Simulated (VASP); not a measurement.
Ir: single point with PBE

Ir:

```
Ir
1.0
    -2.55679    2.19452    1.35119
     2.19452   -2.55679    1.35119
     2.92893    2.92893   -2.01469
Ir
2
Direct
  0.97748 0.02252 0.00000
  0.77252 0.22748 0.50000
```

| Quantity | Value |
| --- | --- |
| Program | VASP 6.6.1 |
| Task | single point |
| Functional | PBE |
| Potentials or basis | VASP PAW PBE potentials, release 64 (Ir) |
| Cutoff | 500 eV |
| k mesh | 17 × 17 × 10 |
| Occupations | fermi-dirac, width 0.1 eV |
| Spin | no spin polarisation |
| Dipole correction | no |
| Further INCAR settings | ALGO = Normal; EDIFF = 1e-06; NBANDS = 16 |

| Item | Value |
| --- | --- |
| Pressure | -18.3 GPa |
| Largest force | 0.241 eV/Å |
| Band gap on the k mesh | zero (bands 9 and 10 overlap by 2.42 eV) |

Forces on the atoms (eV/Å):
```
Ir   0.170 -0.170  0.000
Ir  -0.170  0.170  0.000
```

Stress tensor (GPa, compression positive):
```
-18.13  -1.74  -0.17
 -1.74 -18.13  -0.17
 -0.17  -0.17 -18.75
```

Levels at points of the mesh, in eV from the Fermi level:
```
           k point  band 6  band 7  band 8  band 9  band 10  band 11  band 12  band 13
(0.00, 0.00, 0.00)   -1.56   -0.94   -0.71    0.33     0.47     1.57     4.23     7.56
(0.00, 0.00, 0.50)   -2.47   -1.76   -1.76   -0.66    -0.66     1.43     1.43    11.67
```

Run time: 4.3 min on 1 thread of AMD EPYC 9R45 96-Core Processor (Zen 5) (shared host), peak memory 0.42 GiB.

Caveat: the cell stands under tension; spin-orbit coupling is left out, which moves the levels of the heavy elements.
